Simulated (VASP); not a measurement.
Runs of VASP 6.6.1 on Sb. The cell holds a slab with vacuum, 2 atoms: a = 4.105 Å, b = 4.105 Å, c = 26.855 Å, α = 90.00°, β = 90.00°, γ = 120.00°. 

| level | potentials or basis | cutoff (eV) | second run | gap on the mesh (eV) | largest force (eV/Å) |
| --- | --- | --- | --- | --- | --- |
| r2SCAN | VASP PAW PBE potentials, release 64 (Sb_d_GW) | 440 | valence_matched | 1.62 | 0.04 |
| PBE | VASP PAW PBE potentials, release 64 (Sb) | 520 | - | 1.36 | (a) |
| r2SCAN | VASP PAW PBE potentials, release 64 (Sb) | 520 | - | 1.62 | 0.12 |
| PBE | VASP PAW PBE potentials, release 64 (Sb_d_GW) | 400 | valence_matched | 1.36 | 0.27 |

Alike in all rows: task single point; no spin polarisation; cell as given; k mesh 12 × 12 × 1; smearing gaussian 0.01 eV.

Problem. Estimate the missing entries.

Solution. (a) 0.37.

Caveats: spin-orbit coupling is left out, which moves the levels of the heavy elements; the PAW data sets were made with another functional, which shifts forces and pressure a little (some runs).

A k mesh can miss the band edges, and the runs leave out spin-orbit coupling on Sb.

The runs don't all hold the same shells in valence.
